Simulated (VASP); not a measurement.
# Sn23O47 (a cell with a defect) in VASP: single point with PBEsol

Aim: the single point of Sn23O47 (a cell with a defect) with PBEsol.

Everything below comes from runs of VASP 6.6.1. Logs are shortened: lines on timing, memory, paths and dates and some standing lists are left out, and cuts for length are marked.

### 1 The cell of the first run

The cell holds a defect, 70 atoms: a = 9.538 Å, b = 9.538 Å, c = 9.636 Å, α = 90.00°, β = 90.00°, γ = 90.00°.

### 2 Single point, PBEsol

INCAR reads:

```
  PREC = Accurate
  ENCUT = 520
  EDIFF = 1E-6
  ISMEAR = -1
  SIGMA = 0.05
  LREAL = Auto
  LASPH = T
  NELM = 120
  ALGO = Normal
  ISIF = 2
  LWAVE = F
  LCHARG = F
  GGA = PS
  ISYM = -1
  NBANDS = 343
  GGA_COMPAT = F
```

KPOINTS reads:

```
explicit points
1
Reciprocal
  0.25000000   0.25000000   0.25000000 1
```

POSCAR reads:

```
Sn23O47
1.0
    9.5380920000      0.0000000000      0.0000000000
    0.0000000000      9.5380920000      0.0000000000
    0.0000000000      0.0000000000      9.6363030000
Sn O
23 47
Direct
    0.9871960000      0.0122440000      0.0145770000
    0.0014700000      0.9982820000      0.3331620000
    0.9875700000      0.0125370000      0.6517560000
    0.9998330000      0.4998230000      0.9989930000
    0.0017140000      0.4993370000      0.3331010000
    0.9996640000      0.4992960000      0.6672130000
    0.5004280000      0.0000530000      0.9991130000
    0.5003910000      0.9980180000      0.3332450000
    0.4998910000      0.9998790000      0.6673340000
    0.5042620000      0.4949730000      0.0080650000
    0.5048100000      0.4954940000      0.6582560000
    0.2544020000      0.2519450000      0.1697560000
    0.2549040000      0.2524420000      0.4962940000
    0.2507200000      0.2492610000      0.8332630000
    0.2487700000      0.7507960000      0.1648800000
    0.2489450000      0.7509490000      0.5014290000
    0.2695160000      0.7301940000      0.8331520000
    0.7443830000      0.2551790000      0.1683290000
    0.7445830000      0.2553570000      0.4980170000
    0.7485940000      0.2511220000      0.8331630000
    0.7473160000      0.7448570000      0.1700460000
    0.7478130000      0.7453860000      0.4965920000
    0.7505210000      0.7490550000      0.8330630000
    0.1533810000      0.1463900000      0.9984630000
    0.1509460000      0.1502370000      0.3332240000
    0.1537300000      0.1465330000      0.6677870000
    0.1403580000      0.6677830000      0.9905970000
    0.1469610000      0.6597740000      0.3330990000
    0.1410670000      0.6664680000      0.6753520000
    0.6631910000      0.1433200000      0.9978230000
    0.6534920000      0.1494180000      0.3331720000
    0.6627830000      0.1434300000      0.6684630000
    0.6561150000      0.6536060000      0.9992510000
    0.6527440000      0.6533300000      0.3335950000
    0.6565260000      0.6535760000      0.6668300000
    0.3461920000      0.3432460000      0.9994990000
    0.3464050000      0.3470310000      0.3327470000
    0.3461530000      0.3436570000      0.6670740000
    0.3332820000      0.8586310000      0.9909460000
    0.3399480000      0.8527610000      0.3332260000
    0.3318950000      0.8593920000      0.6757290000
    0.8562940000      0.3369320000      0.9978660000
    0.8503410000      0.3462250000      0.3331850000
    0.8564320000      0.3365090000      0.6685170000
    0.8532130000      0.8460530000      0.9985530000
    0.8495390000      0.8487850000      0.3331310000
    0.8533660000      0.8463940000      0.6678650000
    0.0990170000      0.4047000000      0.1643350000
    0.0988510000      0.4041560000      0.5016820000
    0.1019020000      0.4062790000      0.8331500000
    0.0948330000      0.9051090000      0.1635820000
    0.0946180000      0.9048820000      0.5027150000
    0.6003520000      0.4021700000      0.1638640000
    0.5974580000      0.3992570000      0.5024700000
    0.5988610000      0.4009110000      0.8331610000
    0.5955670000      0.9008790000      0.1646550000
    0.5950030000      0.9006940000      0.5020050000
    0.5934880000      0.8978480000      0.8331780000
    0.4039510000      0.0945370000      0.1653640000
    0.4038750000      0.0947700000      0.5009260000
    0.4086750000      0.1018240000      0.8332250000
    0.3955670000      0.6064200000      0.1466480000
    0.3932670000      0.6040890000      0.5196660000
    0.4139460000      0.5858090000      0.8331490000
    0.8975490000      0.1022530000      0.1754440000
    0.8974670000      0.1021350000      0.4909060000
    0.9139940000      0.0857530000      0.8331540000
    0.9049340000      0.5958240000      0.1654080000
    0.9051820000      0.5957850000      0.5009750000
    0.8979100000      0.5910750000      0.8331010000
```

Potentials or basis: VASP PAW PBE potentials, release 64 (Sn_d, O).

On the command line:

```console
$ cat potpaw_PBE.64/Sn_d/POTCAR potpaw_PBE.64/O/POTCAR > POTCAR
$ mpirun -np 1 vasp_std > vasp.out
```

OUTCAR:

```text
PREC = Accurate
   ENCUT = 520
   EDIFF = 1E-6
   ISMEAR = -1
   LREAL = Auto
   LASPH = T
   NELM = 120
   ISIF = 2
   GGA = PS
   ISYM = -1

 ion  position               nearest neighbor table
   1  0.987  0.012  0.015-  65 1.97  67 2.01  51 2.04  45 2.04  24 2.04   2 3.08   3 3.50  18 3.60
                            20 3.66  12 3.74  21 3.74
   2  0.001  0.998  0.333-  46 2.03  25 2.03  52 2.06  51 2.06  65 2.07  66 2.07   1 3.08   3 3.08
                            15 3.71  16 3.71
   3  0.988  0.013  0.652-  66 1.97  67 2.01  52 2.04  26 2.04  47 2.04   2 3.08   1 3.50  19 3.60
                            20 3.66  22 3.74  13 3.74
   4  1.000  0.500  0.999-  68 2.06  48 2.06  70 2.06  42 2.07  50 2.07  27 2.09   6 3.20   5 3.22
                            23 3.72  20 3.73  15 3.73  21 3.74  14 3.74  17 3.74  18 3.75
   5  0.002  0.499  0.333-  43 2.05  28 2.06  68 2.08  69 2.08  48 2.08  49 2.08   4 3.22   6 3.22
                            21 3.72  13 3.72  12 3.72  22 3.72  15 3.73  16 3.74  19 3.74  18 3.74
   6  1.000  0.499  0.667-  69 2.06  49 2.06  70 2.06  44 2.07  50 2.07  29 2.09   4 3.20   5 3.22
                            23 3.73  20 3.73  16 3.74  14 3.74  22 3.74  19 3.74  17 3.75
   7  0.500  0.000  0.999-  59 2.06  56 2.06  61 2.06  30 2.07  58 2.07  39 2.09   9 3.20   8 3.22
                            14 3.73  20 3.73  15 3.74  23 3.74  12 3.74  18 3.74  17 3.75
   8  0.500  0.998  0.333-  31 2.05  40 2.06  60 2.08  59 2.08  57 2.08  56 2.08   9 3.22   7 3.22
                            13 3.72  21 3.72  12 3.72  22 3.72  16 3.73  15 3.74  18 3.74  19 3.74
   9  0.500  1.000  0.667-  60 2.06  57 2.06  61 2.06  32 2.07  58 2.07  41 2.09   7 3.20   8 3.22
                            14 3.72  16 3.73  20 3.73  13 3.74  23 3.74  17 3.74  19 3.75
  10  0.504  0.495  0.008-  53 1.97  62 2.00  64 2.08  36 2.09  33 2.10  55 2.11  11 3.37  18 3.59
                            17 3.59  12 3.67  21 3.67  20 3.70
  11  0.505  0.495  0.658-  54 1.97  63 2.00  64 2.08  35 2.09  38 2.10  55 2.11  10 3.37  19 3.59
                            17 3.59  22 3.67  13 3.67  20 3.70
  12  0.254  0.252  0.170-  37 2.01  36 2.05  59 2.07  48 2.08  25 2.10  24 2.16  13 3.15  14 3.24
                            10 3.67   8 3.72   5 3.72   1 3.74   7 3.74
  13  0.255  0.252  0.496-  37 2.01  38 2.05  60 2.07  49 2.08  25 2.10  26 2.16  12 3.15  14 3.25
                            11 3.67   8 3.72   5 3.72   9 3.74   3 3.74
  14  0.251  0.249  0.833-  36 2.05  38 2.05  61 2.06  50 2.06  26 2.09  24 2.09  12 3.24  13 3.25
                             9 3.72   7 3.73   6 3.74   4 3.74
  15  0.249  0.751  0.165-  62 1.97  51 2.08  28 2.08  40 2.08  27 2.13  39 2.13  17 3.21  16 3.24
                             2 3.71   4 3.73   5 3.73   8 3.74   7 3.74
  16  0.249  0.751  0.501-  63 1.97  52 2.08  40 2.08  28 2.08  41 2.13  29 2.13  17 3.21  15 3.24
                             2 3.71   9 3.73   8 3.73   5 3.74   6 3.74
  17  0.270  0.730  0.833-  64 1.95  41 2.04  27 2.04  29 2.05  39 2.05  16 3.21  15 3.21  10 3.59
                            11 3.59   9 3.74   4 3.74   6 3.75   7 3.75
  18  0.744  0.255  0.168-  53 1.96  65 2.07  31 2.07  43 2.07  30 2.11  42 2.11  19 3.18  20 3.23
                            10 3.59   1 3.60   8 3.74   5 3.74   7 3.74   4 3.75
  19  0.745  0.255  0.498-  54 1.96  66 2.07  43 2.07  31 2.07  44 2.11  32 2.11  18 3.18  20 3.23
                            11 3.59   3 3.60   5 3.74   8 3.74   6 3.74   9 3.75
  20  0.749  0.251  0.833-  55 2.02  30 2.06  44 2.06  32 2.06  42 2.06  67 2.23  19 3.23  18 3.23
                             1 3.66   3 3.66  11 3.70  10 3.70   7 3.73   6 3.73   4 3.73   9 3.73
[... 270 lines left out ...]
   GGA     = PS    functional components
   LHFCALC =     F    Hartree Fock is set to
   AEXX    =    0.0000 exact exchange contribution
   IVDW    =     0    specifies the selected vdW correction
   LEPSILON=     F    determine dielectric tensor
   LRPA    =     F    only Hartree local field effects (RPA)
 non-spin polarized calculation
  energy-cutoff  :      520.00
  volume of cell :      876.66
 maximum number of plane-waves:     23594
 NGX is ok and might be reduce to    70
   NGX = 35   NGY = 35   NGZ = 35

 number of electron     604.0000075 magnetization

 Free energy of the ion-electron system (eV)
  ---------------------------------------------------
  ext. energy  EPLUGINS =         0.00000000
  ---------------------------------------------------
  free energy    TOTEN  =      -452.64966525 eV

  energy without entropy =     -452.46084868  energy(sigma->0) =     -452.55525697

 E-fermi :   5.2863     XC(G=0): -11.2120

 val. band max:        5.2397234078   @ k =   0.2500   0.2500   0.2500
 cond. band min:       5.3008195887   @ k =   0.2500   0.2500   0.2500
 fundamental gap:      0.0610961809
 Fermi energy:         5.2862694001

 k-point     1 :       0.2500    0.2500    0.2500
  band No.  band energies     occupation
      1     -16.0664      2.00000
      2     -15.9212      2.00000
      3     -15.8820      2.00000
      4     -15.7562      2.00000
      5     -15.7391      2.00000
      6     -15.6724      2.00000
[... 306 lines left out ...]
    313      10.0584      0.00000
    314      10.1428      0.00000
 [bands above 314 left out]

------------------------ aborting loop because EDIFF is reached ----------------------------------------

  FORCE on cell =-STRESS in cart. coord.  units (eV):
  Direction    XX          YY          ZZ          XY          YZ          ZX
  --------------------------------------------------------------------------------------
  -------------------------------------------------------------------------------------
  Total        7.7620630      7.7797466     10.0445153     -8.4362769      0.0027734      0.0060522
  in kB       14.1858148     14.2181330     18.3571859    -15.4179966      0.0050686      0.0110610
  external PRESSURE =      15.5870445 kB  Pullay stress =       0.0000000 kB

 VOLUME and BASIS-vectors are now :
 -----------------------------------------------------------------------------
  energy-cutoff  :      520.00
  volume of cell :      876.66
      direct lattice vectors                 reciprocal lattice vectors
     9.538092000  0.000000000  0.000000000     0.104842771  0.000000000  0.000000000
     0.000000000  9.538092000  0.000000000     0.000000000  0.104842771  0.000000000
     0.000000000  0.000000000  9.636303000     0.000000000  0.000000000  0.103774238

 POSITION                                       TOTAL-FORCE (eV/Angst)
 -----------------------------------------------------------------------------------
      9.41597      0.11678      0.14047         0.015750     -0.014364     -0.021045
      0.01402      9.52171      3.21045        -0.006353      0.010714     -0.000305
      9.41953      0.11958      6.28052         0.013721     -0.014398      0.023791
      9.53650      4.76736      9.62660        -0.013703     -0.004427     -0.004404
      0.01635      4.76272      3.20986        -0.006249     -0.006636      0.001793
      9.53489      4.76233      6.42947         0.012377      0.013050      0.010830
[... 62 lines left out ...]
      8.63371      5.68265      4.82755        -0.027346      0.011790      0.003199
      8.56435      5.63773      8.02801        -0.007319      0.003005     -0.002176
 -----------------------------------------------------------------------------------
    total drift:                                0.006580      0.024853      0.006600

  FREE ENERGIE OF THE ION-ELECTRON SYSTEM (eV)
  ---------------------------------------------------
  free  energy   TOTEN  =      -452.6496652523 eV

  energy  without entropy=     -452.4608486850  energy(sigma->0) =     -452.55525697
```

It took 28 min on 1 thread of Intel Xeon 8259CL, shared host; peak memory 0.84 GiB.

What came out:

```yaml
Free_energy: -452.6497 eV
Pressure: 1.6 GPa
Largest_force: 0.071 eV/Å
```

Forces on the atoms (eV/Å):
```
Sn   0.016 -0.014 -0.021
Sn  -0.006  0.011  0.000
Sn   0.014 -0.014  0.024
Sn  -0.014 -0.004 -0.004
Sn  -0.006 -0.007  0.002
Sn   0.012  0.013  0.011
Sn  -0.007 -0.008 -0.004
Sn   0.008 -0.001 -0.004
Sn   0.009  0.018  0.006
Sn   0.054 -0.017 -0.020
Sn   0.018 -0.052  0.018
Sn   0.006  0.003 -0.053
Sn   0.010  0.014  0.067
Sn   0.005  0.018 -0.014
Sn  -0.033  0.044  0.037
Sn  -0.044  0.031 -0.035
Sn  -0.019  0.020  0.002
Sn   0.008 -0.003  0.046
Sn   0.001 -0.017 -0.042
Sn   0.020 -0.031 -0.006
Sn  -0.014 -0.009 -0.069
Sn  -0.002 -0.007  0.050
Sn  -0.016 -0.006  0.014
O    0.003 -0.001  0.000
O    0.024  0.021 -0.001
O   -0.004 -0.004 -0.001
O   -0.001  0.006  0.010
O   -0.007  0.000 -0.002
O    0.001  0.015  0.000
O    0.006 -0.006  0.005
O   -0.009 -0.019 -0.004
O    0.012 -0.006  0.004
O   -0.008 -0.005 -0.009
O   -0.025 -0.017 -0.003
O   -0.017 -0.009  0.003
O    0.008  0.015 -0.003
O    0.019  0.025  0.006
O    0.003  0.005  0.010
O   -0.017  0.000  0.003
O   -0.001  0.007  0.001
O   -0.005  0.001 -0.010
O    0.008 -0.010 -0.001
O    0.016  0.009  0.001
O    0.005 -0.005 -0.004
O    0.005  0.002 -0.001
O   -0.022 -0.023 -0.001
O    0.000 -0.003  0.000
O    0.030 -0.010 -0.009
O    0.023 -0.006  0.002
O    0.011 -0.006  0.004
O    0.023 -0.023  0.000
O    0.025 -0.023  0.000
O   -0.013  0.003 -0.013
O    0.000  0.015  0.014
O   -0.018  0.017  0.000
O    0.007 -0.024 -0.005
O    0.009 -0.029  0.006
O    0.003 -0.012 -0.006
O   -0.014  0.028 -0.004
O   -0.011  0.018  0.002
O   -0.005  0.009  0.001
O   -0.007 -0.005 -0.010
O    0.007  0.007  0.010
O    0.015 -0.015  0.002
O   -0.018  0.019  0.020
O   -0.020  0.019 -0.021
O   -0.011  0.012  0.002
O   -0.016  0.011  0.000
O   -0.027  0.012  0.003
O   -0.007  0.003 -0.002
```

Stress tensor (GPa, compression positive):
```
 1.42 -1.54  0.00
-1.54  1.42  0.00
 0.00  0.00  1.84
```

Caveat: the PAW data sets were made with another functional, which shifts forces and pressure a little; spin-orbit coupling is left out, which moves the levels of the heavy elements.
